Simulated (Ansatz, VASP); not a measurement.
# Two plane-wave programs on BaTe

Contents of POSCAR:

```
BaTe
1.0
    4.2448181589      0.0000000000      0.0000000000
    0.0000000000      4.2448181589      0.0000000000
    0.0000000000      0.0000000000      4.2448181589
Ba Te
1 1
Direct
    0.0000000000      0.0000000000      0.0000000000
    0.5000000000      0.5000000000      0.5000000000
```

File INCAR.step1:

```
ALGO     = Normal         # electronic algorithm
EDIFF    = 1E-5           # SCF threshold, eV
ENCUT    = 520            # plane-wave cutoff, eV
GGA      = PE             # functional
ISIF     = 2              # what is computed and relaxed
ISMEAR   = 0              # smearing method
LASPH    = T              # aspherical terms in the spheres
LCHARG   = F              # write CHGCAR
LREAL    = F              # projectors in reciprocal space
LWAVE    = T              # write WAVECAR
NBANDS   = 15             # bands
NELM     = 100            # most SCF steps
PREC     = Accurate       # precision mode
SIGMA    = 0.01           # smearing width, eV
```

The input INCAR.step2:

```
AEXX     = 0.5            # exact-exchange fraction
ALGO     = Normal         # electronic algorithm
EDIFF    = 1E-7           # SCF threshold, eV
ENCUT    = 520            # plane-wave cutoff, eV
GGA      = PE             # functional
HFSCREEN = 0.3            # screening, 1/A
ISIF     = 2              # what is computed and relaxed
ISMEAR   = 0              # smearing method
ISTART   = 1            
LASPH    = T              # aspherical terms in the spheres
LCHARG   = F              # write CHGCAR
LHFCALC  = T              # exact exchange
LREAL    = F              # projectors in reciprocal space
LWAVE    = F              # write WAVECAR
NBANDS   = 15             # bands
NELM     = 100            # most SCF steps
PREC     = Accurate       # precision mode
PRECFOCK = Normal       
SIGMA    = 0.01           # smearing width, eV
```

Contents of KPOINTS:

```
k-points
0
Gamma
  4 4 4
```

Input for Ansatz:

```yaml
crystal:
  lattice:
    - [4.2448181589, 0.0, 0.0]
    - [0.0, 4.2448181589, 0.0]
    - [0.0, 0.0, 4.2448181589]
  atoms:
    - { symbol: Ba, position: [0.0, 0.0, 0.0] }
    - { symbol: Te, position: [0.5, 0.5, 0.5] }
kpoints:
  mp_grid: { grid: [4, 4, 4] }
hamiltonian:
  xc: { exchange: pbe, correlation: pbe, exx: { coeff: 0.5, omega: 0.3 } }
scf:
  occupations: { method: fixed }
  n_extra_bands: 4
output:
  forces: true
  stress: true
  eigenvalues: true
```

Alike in both runs: task single point; functional PBE-based screened hybrid; k mesh 4 × 4 × 4; no spin polarisation.

|  | VASP | Ansatz |
| --- | --- | --- |
| version | VASP 6.6.1 | Ansatz 0.2.0 |
| potentials or method | VASP PAW PBE potentials, release 64 (Ba_sv, Te) | plane waves |
| plane-wave cutoff (eV) | 520 | 420 |
| occupations | gaussian, width 0.01 eV | fixed |
| valence electrons in the cell | 16 | 26 |

|  | VASP | Ansatz | Ansatz less VASP |
| --- | --- | --- | --- |
| gap on the k mesh at the Fermi level (eV) | 1.84 | 1.87 | +0.023 |
| pressure (GPa) | -0.5 | -0.6 | -0.15 |

VASP's potentials were made for PBE, not for PBE-based screened hybrid. VASP's potentials hold 16 valence electrons a cell and Ansatz's 26, so a difference there can come from the potentials and not from the codes. Ansatz's warnings: stress exchange threshold loose, stress scf threshold loose.

Neither program's run includes spin-orbit coupling.
